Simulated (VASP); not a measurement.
# NaAl2Rh3 (P6/mmm) in VASP: notebook

Runs on NaAl2Rh3. Level: PBE. Tasks: single point.

Everything below comes from runs of VASP 6.6.1. Logs are shortened: lines on timing, memory, paths and dates and some standing lists are left out, and cuts for length are marked.

## (1) The cell of the first run

It takes space group P6/mmm (No. 191, hexagonal). The conventional cell has a = 5.549 Å, b = 5.549 Å, c = 3.871 Å, α = 90.00°, β = 90.00°, γ = 120.00°. Within 4.2 Å of Na (site symmetry 6/mmm) lie 6 Al at 3.20 Å and 12 Rh at 3.38 Å and 2 Na at 3.87 Å. Al (site symmetry -6m2) has 6 Rh at 2.51 Å and 3 Al at 3.20 Å and 3 Na at 3.20 Å within 3.3 Å. Rh (site symmetry mmm) has 4 Al at 2.51 Å and 4 Rh at 2.77 Å and 4 Na at 3.38 Å within 3.4 Å.

The cell was built from a structure type or drawn by symmetry, and may not be a known phase.

## (2) Single point, PBE, collinear spin, ferromagnetic start

The input, INCAR:

```
  ALGO = Normal
  EDIFF = 1E-6
  ENCUT = 500
  GGA = PE
  GGA_COMPAT = False
  ISIF = 2
  ISMEAR = 0
  ISPIN = 2
  LASPH = True
  LCHARG = False
  LMAXMIX = 4
  LORBIT = 11
  LREAL = False
  LWAVE = False
  MAGMOM = 0 0 0 1 1 1
  NBANDS = 42
  NELM = 200
  PREC = Accurate
  SIGMA = 0.1
```

The input, KPOINTS:

```
k-points
0
Gamma
  6 6 4
```

The input, POSCAR:

```
NaAl2Rh3
1.0
    5.5490367909      0.0000000000      0.0000000000
   -2.7745183955      4.8056068275      0.0000000000
    0.0000000000      0.0000000000      3.8706837263
Na Al Rh
1 2 3
Direct
    0.0000000000      0.0000000000      0.0000000000
    0.3333333333      0.6666666667      0.0000000000
    0.6666666667      0.3333333333      0.0000000000
    0.5000000000      0.0000000000      0.5000000000
    0.0000000000      0.5000000000      0.5000000000
    0.5000000000      0.5000000000      0.5000000000
```

Potentials or basis: VASP PAW PBE potentials, release 64 (Na_pv, Al, Rh_pv).

Command:

```console
cat potpaw_PBE.64/Na_pv/POTCAR potpaw_PBE.64/Al/POTCAR potpaw_PBE.64/Rh_pv/POTCAR > POTCAR
mpirun -np 1 vasp_std > vasp.out
```

OUTCAR:

```text
EDIFF = 1E-6
   ENCUT = 500
   GGA = PE
   ISIF = 2
   ISMEAR = 0
   ISPIN = 2
   LASPH = True
   LORBIT = 11
   LREAL = False
   NELM = 200
   PREC = Accurate

 ion  position               nearest neighbor table
   1  0.000  0.000  0.000-
   2  0.333  0.667  0.000-   5 2.51   5 2.51   4 2.51   4 2.51   6 2.51   6 2.51   3 3.20   3 3.20
                             3 3.20
   3  0.667  0.333  0.000-   5 2.51   5 2.51   4 2.51   4 2.51   6 2.51   6 2.51   2 3.20   2 3.20
                             2 3.20
   4  0.500  0.000  0.500-   2 2.51   3 2.51   2 2.51   3 2.51   5 2.77   5 2.77   6 2.77   6 2.77

   5  0.000  0.500  0.500-   2 2.51   3 2.51   2 2.51   3 2.51   6 2.77   6 2.77   4 2.77   4 2.77

   6  0.500  0.500  0.500-   2 2.51   3 2.51   2 2.51   3 2.51   5 2.77   5 2.77   4 2.77   4 2.77

  LATTYP: Found a hexagonal cell.
 ALAT       =     5.5490367909
 C/A-ratio  =     0.6975415504

  Lattice vectors:

 A1 = (   5.5490367909,   0.0000000000,   0.0000000000)
 A2 = (  -2.7745183955,   4.8056068275,   0.0000000000)
 A3 = (   0.0000000000,   0.0000000000,   3.8706837263)

Analysis of symmetry for initial positions (statically):
=====================================================================
 Subroutine PRICEL returns:
 Original cell was already a primitive cell.

 Routine SETGRP: Setting up the symmetry group for a
 hexagonal supercell.

 Subroutine GETGRP returns: Found 24 space group operations
 (whereof 24 operations were pure point group operations)
 out of a pool of 24 trial point group operations.

The static configuration has the point symmetry D_6h.

Analysis of symmetry for dynamics (positions and initial velocities):
=====================================================================
 Subroutine PRICEL returns:
 Original cell was already a primitive cell.

 Routine SETGRP: Setting up the symmetry group for a
 hexagonal supercell.

 Subroutine GETGRP returns: Found 24 space group operations
 (whereof 24 operations were pure point group operations)
 out of a pool of 24 trial point group operations.

The dynamic configuration has the point symmetry D_6h.

Analysis of structural, dynamic, and magnetic symmetry:
=====================================================================
 Subroutine PRICEL returns:
 Original cell was already a primitive cell.

 Routine SETGRP: Setting up the symmetry group for a
 hexagonal supercell.

 Subroutine GETGRP returns: Found 24 space group operations
 (whereof 24 operations were pure point group operations)
 out of a pool of 24 trial point group operations.

The overall configuration has the point symmetry D_6h.

 Subroutine INISYM returns: Found 24 space group operations
 (whereof 24 operations are pure point group operations),
 and found     1 'primitive' translations

----------------------------------------------------------------------------------------

                                     Primitive cell

  volume of cell :     103.2175

  direct lattice vectors                    reciprocal lattice vectors
     5.549036791  0.000000000  0.000000000     0.180211456  0.104045133  0.000000000
    -2.774518395  4.805606828  0.000000000     0.000000000  0.208090265  0.000000000
     0.000000000  0.000000000  3.870683726     0.000000000  0.000000000  0.258352289

  length of vectors
     5.549036791  5.549036791  3.870683726     0.208090265  0.208090265  0.258352289

  position of ions in fractional coordinates (direct lattice)
     0.000000000  0.000000000  0.000000000
     0.333333333  0.666666667  0.000000000
     0.666666667  0.333333333  0.000000000
     0.500000000  0.000000000  0.500000000
     0.000000000  0.500000000  0.500000000
     0.500000000  0.500000000  0.500000000

  ion indices of the primitive-cell ions
   primitive index   ion index
                 1           1
                 2           2
                 3           3
                 4           4
                 5           5
                 6           6

[... 33 lines left out ...]
  0.333333  0.166667  0.000000     12.000000
[... 13 lines left out ...]
  0.333333  0.166667  0.500000     12.000000
  0.333333  0.333333  0.500000      2.000000
   k-points           NKPTS =     21   k-points in BZ     NKDIM =     21   number of bands    NBANDS=     42
   number of dos      NEDOS =    301   number of ions     NIONS =      6
   total plane-waves  NPLWV =  44800
   dimension x,y,z NGX =    40 NGY =   40 NGZ =   28
   dimension x,y,z NGXF=    80 NGYF=   80 NGZF=   56
   ions per type =               1   2   3
   NGX,Y,Z   is equivalent  to a cutoff of  11.98, 11.98, 12.03 a.u.
   NGXF,Y,Z  is equivalent  to a cutoff of  23.97, 23.97, 24.05 a.u.
 SYSTEM =  unknown system
   PREC   = accura    normal or accurate (medium, high low for compatibility)
   ISTART =      0    job   : 0-new  1-cont  2-samecut
   ICHARG =      2    charge: 1-file 2-atom 10-const
   ISPIN  =      2    spin polarized calculation?
   LNONCOLLINEAR =      F non collinear calculations
   LSORBIT =      F    spin-orbit coupling
   LASPH  =      T    aspherical Exc in radial PAW
   ENCUT  =  500.0 eV  36.75 Ry    6.06 a.u.  10.12 10.12  7.06*2*pi/ulx,y,z
   NELM   =    200;   NELMIN=  2; NELMDL= -5     # of ELM steps
   EDIFF  = 0.1E-05   stopping-criterion for ELM
   LREAL  =      F    real-space projection
   EDIFFG = 0.1E-04   stopping-criterion for IOM
   NSW    =      0    number of steps for IOM
   IBRION =     -1    ionic relax: 0-MD 1-quasi-New 2-CG
   NFREE  =      0    steps in history (QN), initial steepest desc. (CG)
   ISIF   =      2    stress and relaxation
   ISYM   =      2    0-nonsym 1-usesym 2-fastsym
   POTIM  = 0.5000    time-step for ionic-motion
   TEBEG  =    0.0;   TEEND  =   0.0 temperature during run
   PSTRESS=    0.0 pullay stress
   NELECT =      58.0000    total number of electrons
   NUPDOWN=      -1.0000    fix difference up-down
   EMIN   =  10.00;   EMAX   =-10.00  energy-range for DOS
   EFERMI =   0.00;   METHOD = LEGACY
   ISMEAR =     0;   SIGMA  =   0.10  broadening in eV -4-tet -1-fermi 0-gaus
   EFERMI_NEDOS =   21; number of points for ismear=-14 and -15
   IALGO  =     38    algorithm
   IMIX   =      4    mixing-type and parameters
     AMIX     =   0.40;   BMIX     =  1.00
     AMIX_MAG =   1.60;   BMIX_MAG =  1.00
  volume/ion in A,a.u.               =      17.20       116.09
  Fermi-wavevector in a.u.,A,eV,Ry     =   1.350930  2.552888 24.830810  1.825013
  Thomas-Fermi vector in A             =   2.478394
   LORBIT       =     11    0 simple, 1 ext, 2 COOP (PROOUT), +10 PAW based schemes
   GGA     = PE    functional components
   LHFCALC =     F    Hartree Fock is set to
   AEXX    =    0.0000 exact exchange contribution
   IVDW    =     0    specifies the selected vdW correction
   LEPSILON=     F    determine dielectric tensor
   LRPA    =     F    only Hartree local field effects (RPA)
 spin polarized calculation
 Gauss-broadening in eV      SIGMA  =   0.10
  energy-cutoff  :      500.00
  volume of cell :      103.22
 maximum number of plane-waves:      2646
   NGX = 21   NGY = 21   NGZ = 15

 number of electron      58.0000027 magnetization       0.6748542

 number of electron      58.0000026 magnetization      -0.0010974

 Free energy of the ion-electron system (eV)
  ---------------------------------------------------
  ext. energy  EPLUGINS =         0.00000000
  ---------------------------------------------------
  free energy    TOTEN  =       -32.85249632 eV

  energy without entropy =      -32.82658171  energy(sigma->0) =      -32.83953901

 E-fermi :   6.3758     XC(G=0): -10.8778

 val. band max:        6.3596332777   @ k =   0.3333   0.1667   0.5000
 cond. band min:       6.3936056859   @ k =   0.1667   0.0000   0.5000
 fundamental gap:      0.0339724082
 Fermi energy:         6.3758264601

 spin component 1

 k-point     1 :       0.0000    0.0000    0.0000
  band No.  band energies     occupation
      1     -39.5539      1.00000
      2     -39.2423      1.00000
      3     -39.2423      1.00000
      4     -39.1097      1.00000
      5     -39.0640      1.00000
      6     -39.0640      1.00000
[... 913 lines left out ...]
     40      14.7921      0.00000
     41      17.1718      0.00000
 Fermi energy:         6.3758264601

 spin component 2

 k-point     1 :       0.0000    0.0000    0.0000
  band No.  band energies     occupation
      1     -39.5544      1.00000
      2     -39.2428      1.00000
      3     -39.2428      1.00000
      4     -39.1098      1.00000
      5     -39.0642      1.00000
      6     -39.0642      1.00000
[... 913 lines left out ...]
     40      14.7922      0.00000
     41      17.1719      0.00000
 [bands above 41 left out]

------------------------ aborting loop because EDIFF is reached ----------------------------------------

  FORCE on cell =-STRESS in cart. coord.  units (eV):
  Direction    XX          YY          ZZ          XY          YZ          ZX
  --------------------------------------------------------------------------------------
  -------------------------------------------------------------------------------------
  Total       -0.0720572     -0.0720572     -0.1136402      0.0000000      0.0000000     -0.0000000
  in kB       -1.1184957     -1.1184957     -1.7639616      0.0000000      0.0000000     -0.0000000
  external PRESSURE =      -1.3336510 kB  Pullay stress =       0.0000000 kB

 VOLUME and BASIS-vectors are now :
 -----------------------------------------------------------------------------
  energy-cutoff  :      500.00
  volume of cell :      103.22
      direct lattice vectors                 reciprocal lattice vectors
     5.549036791  0.000000000  0.000000000     0.180211456  0.104045133  0.000000000
    -2.774518395  4.805606828  0.000000000     0.000000000  0.208090265  0.000000000
     0.000000000  0.000000000  3.870683726     0.000000000  0.000000000  0.258352289

 POSITION                                       TOTAL-FORCE (eV/Angst)
 -----------------------------------------------------------------------------------
      0.00000      0.00000      0.00000        -0.000000     -0.000000     -0.000000
     -0.00000      3.20374      0.00000        -0.000000      0.000000     -0.000000
      2.77452      1.60187      0.00000         0.000000     -0.000000      0.000000
      2.77452      0.00000      1.93534        -0.000000     -0.000000     -0.000000
     -1.38726      2.40280      1.93534        -0.000000     -0.000000     -0.000000
      1.38726      2.40280      1.93534        -0.000000     -0.000000     -0.000000
 -----------------------------------------------------------------------------------
    total drift:                               -0.000000      0.000000     -0.000000

  FREE ENERGIE OF THE ION-ELECTRON SYSTEM (eV)
  ---------------------------------------------------
  free  energy   TOTEN  =       -32.8524963154 eV

  energy  without entropy=      -32.8265817056  energy(sigma->0) =      -32.83953901

 total charge

# of ion       s       p       d       tot
------------------------------------------
    1        0.062   5.986   0.000   6.048
    2        0.443   0.369   0.000   0.811
    3        0.443   0.369   0.000   0.811
    4        0.398   6.208   7.291  13.896
    5        0.398   6.208   7.291  13.896
    6        0.398   6.208   7.291  13.896
--------------------------------------------------
tot          2.140  25.347  21.873  49.359

 magnetization (x)

# of ion       s       p       d       tot
------------------------------------------
    1        0.000   0.000   0.000   0.000
    2        0.000   0.000   0.000   0.000
    3        0.000   0.000   0.000   0.000
    4       -0.000   0.000  -0.000  -0.000
    5       -0.000   0.000  -0.000  -0.000
    6       -0.000   0.000  -0.000  -0.000
--------------------------------------------------
tot         -0.000   0.000  -0.001  -0.001
```

It took 1.9 min on 1 thread of Intel Xeon 6975P-C (Granite Rapids), shared host; peak memory 0.31 GiB.

What came out:

- Free energy: -32.8525 eV
- Pressure: -0.1 GPa
- Band gap on the k mesh: zero (filled and empty bands overlap)
- Net moment: 0.00 μB per cell
- Valence electrons inside the program's atomic spheres: Na 6.05; Al 0.81; Rh 13.90

Caveat: the k points lie up to 0.41 Å⁻¹ apart, too coarse for converged energies and pressures of a metal.

## (3) Single point, PBE

This run uses another cell than the first one, of 15.16 Å³/atom.

The input, INCAR:

```
  PREC = Accurate
  ENCUT = 520
  EDIFF = 1E-6
  ISMEAR = 0
  SIGMA = 0.1
  LREAL = F
  LASPH = T
  NELM = 60
  ALGO = Normal
  ISIF = 2
  LWAVE = F
  LCHARG = F
  GGA = PE
  NBANDS = 38
```

The input, KPOINTS:

```
regular mesh
0
Gamma
  6 6 4
```

The input, POSCAR:

```
NaAl2Rh3
1.0
    5.0656868800      0.0000000000      0.0000000000
   -2.5328434400      4.3870135300      0.0000000000
    0.0000000000      0.0000000000      4.0923297200
Na Al Rh
1 2 3
Direct
    0.0000000000      0.0000000000      0.0000000000
    0.3333333300      0.6666666700      0.0000000000
    0.6666666700      0.3333333300      0.0000000000
    0.5000000000      0.0000000000      0.5000000000
    0.0000000000      0.5000000000      0.5000000000
    0.5000000000      0.5000000000      0.5000000000
```

Potentials or basis: VASP PAW PBE potentials, release 64 (Na_pv, Al, Rh_pv).

Command:

```console
cat potpaw_PBE.64/Na_pv/POTCAR potpaw_PBE.64/Al/POTCAR potpaw_PBE.64/Rh_pv/POTCAR > POTCAR
mpirun -np 1 vasp_std > vasp.out
```

Wall time 54 s (1 thread of Intel Xeon Platinum 8375C at 2.90GHz (Ice Lake), shared host); peak memory 0.24 GiB.

Results (log left out):

```
Free energy            : -31.6740 eV
Pressure               : 18.6 GPa
Band gap on the k mesh : zero (bands 29 and 30 overlap by 0.96 eV)
```

Stress tensor (GPa, compression positive):
```
26.99  0.00  0.00
 0.00 26.99  0.00
 0.00  0.00  1.84
```

Levels at points of the mesh, in eV from the Fermi level:
```csv
k point,band 25,band 26,band 27,band 28,band 29,band 30,band 31,band 32,band 33,band 34
"(0.00, 0.00, 0.00)",-0.26,-0.20,-0.07,-0.07,0.04,0.71,0.71,2.24,4.12,4.12
"(0.50, 0.00, 0.00)",-1.85,-1.73,-1.71,-0.23,-0.14,0.33,2.88,2.98,5.32,5.67
"(0.00, 0.00, 0.50)",-0.57,-0.36,-0.36,-0.30,-0.01,-0.01,0.72,2.24,3.93,3.93
"(0.50, 0.00, 0.50)",-1.83,-1.72,-1.59,-1.32,-0.65,-0.33,-0.13,0.35,3.04,4.28
```

Caveat: the k points lie up to 0.38 Å⁻¹ apart, too coarse for converged energies and pressures of a metal.
